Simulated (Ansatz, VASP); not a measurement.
# One calculation of TaN, two programs

The input INCAR:

```
ALGO = Normal ; EDIFF = 1E-8
ENCUT = 520 ; GGA = PS
ISIF = 2 ; ISMEAR = -1
LASPH = True ; LCHARG = False
LEFG = True ; LREAL = False
LWAVE = False ; NBANDS = 24
NELM = 80 ; PREC = Accurate
SIGMA = 0.01
```

File KPOINTS:

```
k-points
0
Gamma
  9 9 5
```

POSCAR

```
TaN
1.0
    3.0601340589      0.0000000000      0.0000000000
   -1.5300670295      2.6501538341      0.0000000000
    0.0000000000      0.0000000000      4.9564120807
Ta N
2 2
Direct
    0.3333333333      0.6666666667      0.0000000000
    0.6666666667      0.3333333333      0.5000000000
    0.3333333333      0.6666666667      0.3850000000
    0.6666666667      0.3333333333      0.8850000000
```

Input for Ansatz:

```yaml
crystal:
  lattice:
    - [3.0601340589, 0.0, 0.0]
    - [-1.5300670295, 2.6501538341, 0.0]
    - [0.0, 0.0, 4.9564120807]
  atoms:
    - { symbol: Ta, position: [0.3333333333, 0.6666666667, 0.0] }
    - { symbol: Ta, position: [0.6666666667, 0.3333333333, 0.5] }
    - { symbol: "N", position: [0.3333333333, 0.6666666667, 0.385] }
    - { symbol: "N", position: [0.6666666667, 0.3333333333, 0.885] }
kpoints:
  mp_grid: { grid: [9, 9, 5] }
scf:
  occupations: { method: fermi_dirac, width: 0.01 }
hamiltonian:
  xc: pbesol
  pseudopotentials: { kind: paw }
output:
  forces: true
  stress: true
  eigenvalues: true
  efg: { contact_densities: true }
```

Change from the starting cell: volume scaled by 1.01, PAW files.

Alike in both runs: task electric field gradients; functional PBEsol; k mesh 9 × 9 × 5; occupations fermi-dirac, width 0.01 eV; no spin polarisation.

|  | VASP | Ansatz |
| --- | --- | --- |
| version | VASP 6.6.1 | Ansatz 0.2.0 |
| potentials or method | VASP PAW PBE potentials, release 64 (Ta_pv, N) | PAW with Ansatz's default frozen-core files, scalar-relativistic |
| plane-wave cutoff (eV) | 520 | 420 |
| valence electrons in the cell | 32 | 36 |

```csv
,VASP,Ansatz,Ansatz less VASP
pressure (GPa),122.4,119.2,-3.24
"traceless stress, the component that is largest in VASP (GPa)",-16.05,-15.68,+0.366
rms of the force components (eV/Å),1.324,1.307,-0.0168
size of Vzz on the site where it differs most (V/Å²),121.0,126.8,+5.87
```

VASP's potentials were made for PBE, not for PBEsol. Atom by atom the forces differ by 0.017 eV/Å (rms over components). Both programs put the cell under a high pressure, so it lies far from rest at this level. The functional is the same, so the differences come from potentials, cutoffs and numerics. VASP's potentials hold 32 valence electrons a cell and Ansatz's 36, so a difference there can come from the potentials and not from the codes.

Spin-orbit coupling is off throughout. Noted on VASP's run: the cell as given lies far from equilibrium.
